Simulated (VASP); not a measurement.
MgS, 2 atoms in the cell. The structure is cubic, space group Fm-3m (No. 225). The conventional cell has a = 5.230 Å, b = 5.230 Å, c = 5.230 Å, α = 90.00°, β = 90.00°, γ = 90.00°. Within 3.4 Å of Mg (site symmetry m-3m) lie 6 S at 2.62 Å. Within 3.4 Å of S (site symmetry m-3m) lie 6 Mg at 2.62 Å. 

| Property | Result |
| --- | --- |
| Program | VASP 6.6.1 |
| Task | single point |
| Functional | r2SCAN |
| Potentials or basis | VASP PAW PBE potentials, release 64 (Mg, S) |
| Cutoff | 520 eV |
| k mesh | 8 × 8 × 8 |
| Occupations | gaussian, width 0.02 eV |
| Spin | no spin polarisation |
| Dipole correction | no |
| Further INCAR settings | ALGO = Normal; EDIFF = 1e-06; NBANDS = 11 |

Potentials or basis: VASP PAW PBE potentials, release 64 (Mg, S).

Command:

```sh
$ cat potpaw_PBE.64/Mg/POTCAR potpaw_PBE.64/S/POTCAR > POTCAR
$ cp INCAR.step1 INCAR
$ mpirun -np 1 vasp_std > vasp.out
$ cp INCAR.step2 INCAR
$ mpirun -np 1 vasp_std > vasp.out
```

Hardware: 1 thread of Intel(R) Xeon(R) Platinum 8488C (Sapphire Rapids), on a shared host.

Q: Estimate the wall time of this run.

A: Run time: 49 s on 1 thread of Intel(R) Xeon(R) Platinum 8488C (Sapphire Rapids), on a shared host, peak memory 0.16 GiB. Counts: k points 29.
